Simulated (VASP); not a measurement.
Set up this calculation in VASP 6.6.1, as the native input.

```
Task                   : single point
Functional             : PBEsol
Potentials or basis    : VASP PAW PBE potentials, release 64 (P)
Cutoff                 : 520 eV
k mesh                 : 15 × 15 × 15
Occupations            : gaussian, width 0.1 eV
Spin                   : no spin polarisation
Dipole correction      : no
Further INCAR settings : ALGO = Normal; EDIFF = 1e-07; NBANDS = 12
```

The structure of P lies in POSCAR:

```
P
1.0
    1.7204455928      0.9932997261      2.9346809024
   -1.7204455928      0.9932997261      2.9346809024
    0.0000000000     -1.9865994522      2.9346809025
P
2
Direct
    0.2335767673      0.2335767673      0.2335767673
    0.7664232327      0.7664232327      0.7664232327
```

One way to write it, as run:

INCAR

```
SYSTEM = P
ALGO     = Normal         ! electronic algorithm
EDIFF    = 1E-7           ! SCF threshold, eV
ENCUT    = 520            ! plane-wave cutoff, eV
GGA      = PS             ! functional
ISIF     = 2              ! what is computed and relaxed
ISMEAR   = 0              ! smearing method
LASPH    = .TRUE.         ! aspherical terms in the spheres
LCHARG   = .FALSE.        ! write CHGCAR
LREAL    = .FALSE.        ! projectors in reciprocal space
LWAVE    = .FALSE.        ! write WAVECAR
NBANDS   = 12             ! bands
NELM     = 60             ! most SCF steps
PREC     = Accurate       ! precision mode
SIGMA    = 0.1            ! smearing width, eV
```

KPOINTS

```
k-points
0
G
  15 15 15
  0 0 0
```

Potentials or basis: VASP PAW PBE potentials, release 64 (P).

Launch:

```sh
$ cat potpaw_PBE.64/P/POTCAR > POTCAR
$ mpirun -np 1 vasp_std > vasp.out
```

It gave:

```
Pressure               : 0.0 GPa
Largest force          : 0.032 eV/Å
Band gap on the k mesh : zero (band 5 reaches 10.35 eV, above the bottom of band 6 at 9.03 eV)
```

Caveat: the PAW data sets were made with another functional, which shifts forces and pressure a little.

Wall time 63 s on 1 thread of Intel(R) Xeon(R) Platinum 8559C (Emerald Rapids) (shared host), peak memory 0.21 GiB.
